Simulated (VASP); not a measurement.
Write the native input for VASP 6.6.1 that does the following.

| Item | Value |
| --- | --- |
| Task | relaxation of cell and atoms |
| Functional | PBE |
| Dispersion | D3(BJ) |
| Potentials or basis | VASP PAW PBE potentials, release 64 (Ga_d, O) |
| Cutoff | 600 eV |
| k mesh | 6 × 6 × 6 |
| Occupations | gaussian, width 0.02 eV |
| Spin | no spin polarisation |
| Dipole correction | no |
| Further INCAR settings | ALGO = Normal; EDIFF = 1e-07; IBRION = 2; EDIFFG = -0.002; NSW = 100; ISIF = 3 |

The structure of Ga2O3 lies in POSCAR:

```
Ga2O3
1.0
    2.4997250000      1.4432169000      4.5003166700
   -2.4997250000      1.4432169000      4.5003166700
    0.0000000000     -2.8864338000      4.5003166700
Ga O
4 6
Direct
    0.8559600000      0.8559600000      0.8559600000
    0.6440400000      0.6440400000      0.6440400000
    0.1440400000      0.1440400000      0.1440400000
    0.3559600000      0.3559600000      0.3559600000
    0.0526000000      0.4474000000      0.7500000000
    0.7500000000      0.0526000000      0.4474000000
    0.4474000000      0.7500000000      0.0526000000
    0.9474000000      0.5526000000      0.2500000000
    0.2500000000      0.9474000000      0.5526000000
    0.5526000000      0.2500000000      0.9474000000
```

The input as run:

INCAR

```
PREC = Accurate
ENCUT = 600
EDIFF = 1E-7
ISMEAR = 0
SIGMA = 0.02
LREAL = F
LASPH = T
NELM = 120
ALGO = Normal
ISIF = 3
LWAVE = F
LCHARG = F
GGA = PE
IVDW = 12
IBRION = 2
NSW = 100
EDIFFG = -0.002
GGA_COMPAT = F
NELMIN = 4
```

KPOINTS

```
Automatic mesh
0
Gamma
  6 6 6
```

Potentials or basis: VASP PAW PBE potentials, release 64 (Ga_d, O).

Command:

```sh
$ cat potpaw_PBE.64/Ga_d/POTCAR potpaw_PBE.64/O/POTCAR > POTCAR
$ mpirun -np 1 vasp_std > vasp.out
```

Results of the run:

| Item | Value |
| --- | --- |
| Relaxed volume | 9.92 Å³/atom |
| Relaxed cell | a = 5.370 Å, b = 5.370 Å, c = 5.370 Å, α = 55.95°, β = 55.95°, γ = 55.95° |
| Space group after relaxing (to 0.1 Å) | R-3c (No. 167) |
| Energy gained by relaxing | 2.5 meV/atom |
| Ionic steps | 12 |
| Pressure after relaxing | 0.0 GPa |
| Band gap on the k mesh | 2.53 eV (least direct gap 2.77 eV) |
| Dispersion energy per atom | -0.210 eV |

It took 41 min on 1 thread of AMD EPYC 7R43 64-Core Processor (Zen 3), on a shared host, peak memory 0.43 GiB.
